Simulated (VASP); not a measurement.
Input of a VASP 6.6.1 run:

Contents of INCAR:

```
SYSTEM = HfSiO4
PREC     = Accurate       ! precision mode
ENCUT    = 520            ! plane-wave cutoff, eV
EDIFF    = 1E-6           ! SCF threshold, eV
ISMEAR   = -1             ! smearing method
SIGMA    = 0.05           ! smearing width, eV
LREAL    = .False.        ! projectors in reciprocal space
LASPH    = .True.         ! aspherical terms in the spheres
NELM     = 100            ! most SCF steps
ALGO     = Normal         ! electronic algorithm
ISIF     = 2              ! what is computed and relaxed
LWAVE    = .False.        ! write WAVECAR
LCHARG   = .False.        ! write CHGCAR
GGA      = PE             ! functional
IBRION   = 2              ! ionic algorithm
NSW      = 60             ! ionic steps
EDIFFG   = -0.01          ! ionic threshold
```

Contents of KPOINTS:

```
Automatic mesh
0
Gamma
  5 5 5
  0 0 0
```

File POSCAR:

```
HfSiO4
1.0
   -3.2862500000      3.2862500000      3.1008640000
    3.2862500000     -3.2862500000      3.1008640000
    3.2862500000      3.2862500000     -3.1008640000
Hf Si O
2 2 8
Direct
    0.0000000000      0.0000000000      0.0000000000
    0.7500000000      0.2500000000      0.5000000000
    0.5000000000      0.5000000000      0.0000000000
    0.2500000000      0.7500000000      0.5000000000
    0.6802000000      0.4957000000      0.8155000000
    0.2457000000      0.9302000000      0.3155000000
    0.6802000000      0.8647000000      0.1845000000
    0.6147000000      0.9302000000      0.6845000000
    0.0698000000      0.3853000000      0.3155000000
    0.5043000000      0.3198000000      0.1845000000
    0.0698000000      0.7543000000      0.6845000000
    0.1353000000      0.3198000000      0.8155000000
```

Potentials or basis: VASP PAW PBE potentials, release 64 (Hf_pv, Si, O).

Launch:

```sh
$ cat potpaw_PBE.64/Hf_pv/POTCAR potpaw_PBE.64/Si/POTCAR potpaw_PBE.64/O/POTCAR > POTCAR
$ mpirun -np 1 vasp_std > vasp.out
```

Estimate the band gap on the k mesh.

5.23 eV (least direct gap 5.67 eV).

What does it give for the energy gained by relaxing?

0.3 meV/atom.

Final structure:
```
CELL_PARAMETERS angstrom
-3.28625 3.28625 3.10086
3.28625 -3.28625 3.10086
3.28625 3.28625 -3.10086
ATOMIC_POSITIONS crystal
Hf 0.00000 0.00000 0.00000
Hf 0.75000 0.25000 0.50000
Si 0.50000 0.50000 0.00000
Si 0.25000 0.75000 0.50000
O 0.67961 0.49419 0.81458
O 0.24419 0.92961 0.31458
O 0.67961 0.86504 0.18542
O 0.61504 0.92961 0.68542
O 0.07039 0.38496 0.31458
O 0.50581 0.32039 0.18542
O 0.07039 0.75581 0.68542
O 0.13496 0.32039 0.81458
```

Caveat: spin-orbit coupling is left out, which moves the levels of the heavy elements; an odd mesh through Γ misses points on the zone boundary, where band edges can lie.
